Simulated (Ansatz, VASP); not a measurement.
# Two plane-wave programs on YSi2Ir2

```
Y Si Ir
1.0
     4.04467    0.00000    0.00000
     0.00000    4.04467    0.00000
     0.00000    0.00000    9.65476
Y Si Ir
2 4 4
Direct
  0.50000 0.00000 0.25200
  0.00000 0.50000 0.74800
  0.00000 0.00000 0.50000
  0.50000 0.50000 0.50000
  0.50000 0.00000 0.86700
  0.00000 0.50000 0.13300
  0.00000 0.00000 0.00000
  0.50000 0.50000 0.00000
  0.50000 0.00000 0.62600
  0.00000 0.50000 0.37400
```

Alike in both runs: task single point; functional LDA; k mesh 7 × 7 × 3; no spin polarisation.

|  | VASP | Ansatz |
| --- | --- | --- |
| version | VASP 6.6.1 | Ansatz 0.2.0 |
| potentials or method | VASP PAW LDA potentials, release 64 (Y_sv, Si, Ir), cutoff 520 eV | plane waves, PAW |
| occupations | methfessel-paxton of order 1, width 0.1 eV | cold, width 0.1 eV |
| valence electrons in the cell | 74 | 106 |

Ansatz gave:

- pressure (GPa): 3.4
- traceless stress, the component that is largest in VASP (GPa): -1.08

Question: What did VASP give for the same quantities?

Answer: Pressure (GPa): 4.4; traceless stress, the component that is largest in VASP (GPa): -1.08.

LDA's correlation is that of Perdew and Zunger in VASP and of Perdew and Wang (1992) in Ansatz. VASP's potentials hold 74 valence electrons a cell and Ansatz's 106, so a difference there can come from the potentials and not from the codes.

Spin-orbit coupling is off throughout.
